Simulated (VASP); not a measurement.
Here is a VASP 6.6.1 calculation.

The input INCAR:

```
SYSTEM = P
  PREC = Accurate
  ENCUT = 520
  EDIFF = 1E-6
  ISMEAR = -1
  SIGMA = 0.02
  LREAL = .FALSE.
  LASPH = .TRUE.
  NELM = 80
  ALGO = Normal
  ISIF = 2
  LWAVE = .FALSE.
  LCHARG = .FALSE.
  GGA = CA
  NBANDS = 8
```

The input KPOINTS:

```
Automatic mesh
0
G
  17 17 17
  0 0 0
```

File POSCAR:

```
P
1.0
    2.4100634960      0.0000000000      0.0000000000
    0.0000000000      2.4100634960      0.0000000000
    0.0000000000      0.0000000000      2.4100634960
P
1
Direct
    0.0000000000      0.0000000000      0.0000000000
```

Potentials or basis: VASP PAW LDA potentials, release 64 (P).

Command:

```console
$ cat potpaw_LDA.64/P/POTCAR > POTCAR
$ mpirun -np 1 vasp_std > vasp.out
```

Estimate the pressure.

-0.2 GPa.

Estimate the band gap on the k mesh.

zero (an odd number of electrons rules out a gap without spin polarisation).
